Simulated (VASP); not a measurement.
## CS2: single point with PBE+D3(BJ)

System: CS2.

```
S C
1.0
     9.28318    0.00000    0.00000
     0.00000    9.28318    0.00000
     0.00000    0.00000    9.28318
S C
16 8
Direct
  0.20463 0.77860 0.15125
  0.95295 0.75015 0.91624
  0.80411 0.58220 0.32094
  0.52424 0.41050 0.24885
  0.15000 0.79179 0.52845
  0.47645 0.78214 0.57663
  0.15741 0.05764 0.81246
  0.98666 0.29478 0.99187
  0.83673 0.96273 0.23393
  0.09211 0.12487 0.38024
  0.59844 0.48687 0.90235
  0.37618 0.38979 0.66497
  0.48925 0.06266 0.31714
  0.56181 0.78682 0.14480
  0.64035 0.06792 0.87205
  0.77169 0.17478 0.57888
  0.07840 0.75525 0.03709
  0.65990 0.48459 0.31015
  0.30918 0.79986 0.54102
  0.07778 0.16977 0.91419
  0.95532 0.06162 0.30835
  0.49204 0.45564 0.77805
  0.51337 0.92371 0.23393
  0.70019 0.11046 0.72094
```

* Program: VASP 6.6.1
* Task: single point
* Functional: PBE
* Dispersion: D3(BJ)
* Potentials or basis: VASP PAW PBE potentials, release 64 (S, C)
* Cutoff: 520 eV
* k mesh: 1 × 1 × 1
* Occupations: fermi-dirac, width 0.05 eV
* Spin: no spin polarisation

```yaml
Pressure: -1.3 GPa
Largest_force: 5.553 eV/Å
Dispersion_energy_per_atom: -0.124 eV
```

Forces in eV/Å, atoms in the order of the input:
```
S   -1.593 -0.500 -1.287
S    1.736 -0.212  1.711
S   -1.711 -1.579  0.511
S   -0.699 -0.475  0.352
S   -4.064  0.030 -0.574
S   -1.294  0.467 -0.463
S   -0.568  0.950  1.152
S    1.224 -1.628 -0.668
S    0.967  1.366  0.736
S    0.163  0.688  0.132
S    0.370  0.430  0.040
S    1.718  1.258  1.426
S   -0.665  1.398  0.922
S   -0.709  0.713  0.357
S   -0.033 -0.239 -0.358
S   -0.795 -0.782  1.247
C   -0.362  0.480 -0.530
C    2.557  1.997 -0.720
C    5.345 -0.757  1.301
C   -0.610  0.874 -0.533
C   -0.589 -1.712 -0.916
C   -2.036 -1.757 -1.551
C    0.938 -2.051 -1.569
C    0.711  1.041 -0.716
```

Stress tensor (GPa, compression positive):
```
-1.15 -0.08 -0.51
-0.08 -0.92 -0.50
-0.51 -0.50 -1.82
```

Levels at points of the mesh, in eV from the Fermi level:
| k point | band 60 | band 61 | band 62 | band 63 | band 64 | band 65 | band 66 | band 67 | band 68 | band 69 |
| --- | --- | --- | --- | --- | --- | --- | --- | --- | --- | --- |
| (0.00, 0.00, 0.00) | -1.48 | -1.42 | -1.40 | -1.30 | -1.24 | 1.44 | 1.69 | 1.79 | 1.88 | 1.96 |

Run time: 100 s on 1 thread of Intel(R) Xeon(R) Platinum 8259CL CPU @ 2.50GHz (Skylake/Cascade Lake), with other jobs on the host, peak memory 0.65 GiB.

Caveat: the k points lie up to 0.68 Å⁻¹ apart.
